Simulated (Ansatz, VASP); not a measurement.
**Two plane-wave programs on ZnCu**

```
Zn Cu
1.0
     2.91020    0.00000    0.00000
     0.00000    2.91020    0.00000
     0.00000    0.00000    2.91020
Zn Cu
1 1
Direct
  0.50000 0.50000 0.50000
  0.00000 0.00000 0.00000
```

Alike in both runs: functional PBE; dispersion D3(BJ); k mesh 14 × 14 × 14; occupations gaussian, width 0.1 eV; no spin polarisation.

Ansatz relaxed the structure, and its values are those at the end. VASP's run is a single point on that final structure, the one shown.

|  | VASP | Ansatz |
| --- | --- | --- |
| version | VASP 6.6.1 | Ansatz 0.2.0 |
| potentials or method | VASP PAW PBE potentials, release 64 (Zn, Cu), cutoff 520 eV | scalar-relativistic, plane waves, PAW |
| valence electrons in the cell | 23 | 31 |

Ansatz gave:

```
gap on the k mesh at the Fermi level (eV) : none
pressure (GPa)                            : 0.0
```

Question: What did VASP give for the same quantities?

Answer: gap on the k mesh at the Fermi level (eV): none; pressure (GPa): 0.6.

A gap of «none» marks a metal or a gap that the smearing closes. VASP's potentials hold 23 valence electrons a cell and Ansatz's 31, so a difference there can come from the potentials and not from the codes.
